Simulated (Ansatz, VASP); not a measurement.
# One calculation of Si16N, two programs

```xyz
17
Lattice="0.0000 5.4300 5.4300 5.4300 0.0000 5.4300 5.4300 5.4300 0.0000" Properties=species:S:1:pos:R:3 pbc="T T T"
Si    0.0158   -0.0085    0.0588
Si    1.3586    1.2173    1.5385
Si    2.8161    2.4584    0.2146
Si    4.1300    3.9971    1.3822
Si    2.6608   -0.1477    2.9506
Si    4.0498    1.3243    4.1508
Si    5.4382    2.7090    2.8478
Si    6.7133    3.9804    4.3443
Si    0.1861    2.7749    2.7669
Si    1.4719    4.1773    4.1322
Si    2.6126    5.3909    2.4624
Si    3.7914    7.0739    3.5148
Si    2.7335    2.7314    5.4899
Si    4.0422    3.9849    6.9947
Si    5.2065    5.4595    5.6522
Si    6.6692    6.8542    6.7508
N     3.8438    6.4615    5.1246
```

Alike in both runs: functional PBE; k mesh 2 × 2 × 2; occupations fermi-dirac, width 0.05 eV; collinear spin.

Ansatz relaxed the structure, and its values are those at the end. VASP's run is a single point on that final structure, the one shown.

|  | VASP | Ansatz |
| --- | --- | --- |
| version | VASP 6.6.1 | Ansatz 0.2.0 |
| potentials or method | VASP PAW PBE potentials, release 64 (Si, N), cutoff 520 eV | scalar-relativistic, plane waves, PAW |
| valence electrons in the cell | 69 | 69 |

|  | VASP | Ansatz | Ansatz less VASP |
| --- | --- | --- | --- |
| rms of the force components (eV/Å) | 0.035 | 0.035 | -0.0002 |
| net moment per atom (μB) | 0.00 | 0.00 | 0.000 |

Ansatz's warnings: seeded moment not kept.

The k mesh is coarse, so the values compare programs but aren't converged.
